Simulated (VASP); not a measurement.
A run of VASP 6.6.1 is set up as follows.

The input POSCAR:

```
LiF
1.0
    2.5162584446      0.0000000000      0.0000000000
    0.0000000000      2.5162584446      0.0000000000
    0.0000000000      0.0000000000      2.5162584446
Li F
1 1
Direct
    0.0000000000      0.0000000000      0.0000000000
    0.5000000000      0.5000000000      0.5000000000
```

The input INCAR.step1:

```
SYSTEM = LiF
PREC = Accurate
ENCUT = 1490
ISMEAR = 0
SIGMA = 0.01
LREAL = .FALSE.
LASPH = .TRUE.
NELM = 120
NBANDS = 12
GGA = PE
ALGO = Normal
EDIFF = 1E-5
LWAVE = .TRUE.
LCHARG = .FALSE.
GGA_COMPAT = .FALSE.
```

Contents of INCAR.step2:

```
SYSTEM = LiF
PREC = Accurate
ENCUT = 1490
EDIFF = 1E-6
ISMEAR = 0
SIGMA = 0.01
LREAL = .FALSE.
LASPH = .TRUE.
NELM = 120
ALGO = Normal
ISIF = 2
LWAVE = .FALSE.
LCHARG = .TRUE.
METAGGA = R2SCAN
LMIXTAU = .TRUE.
LELF = .TRUE.
LVHAR = .TRUE.
NBANDS = 12
ISTART = 1
GGA_COMPAT = .FALSE.
```

File KPOINTS:

```
Automatic mesh
0
G
  10 10 10
  0 0 0
```

Potentials or basis: VASP PAW PBE potentials, release 64 (Li_sv, F_h).

Run with:

```console
$ cat potpaw_PBE.64/Li_sv/POTCAR potpaw_PBE.64/F_h/POTCAR > POTCAR
$ cp INCAR.step1 INCAR
$ mpirun -np 1 vasp_std > vasp.out
$ cp INCAR.step2 INCAR
$ mpirun -np 1 vasp_std > vasp.out
```

Task: Estimate the band gap on the k mesh.

Result: 9.11 eV (least direct gap 9.84 eV).

Task: Estimate the pressure.

Result: -1.0 GPa.

Caveat: the structure was generated, so it needn't be the stable form of LiF; the PAW data sets were made with another functional, which shifts forces and pressure a little. A k mesh can miss the band edges.
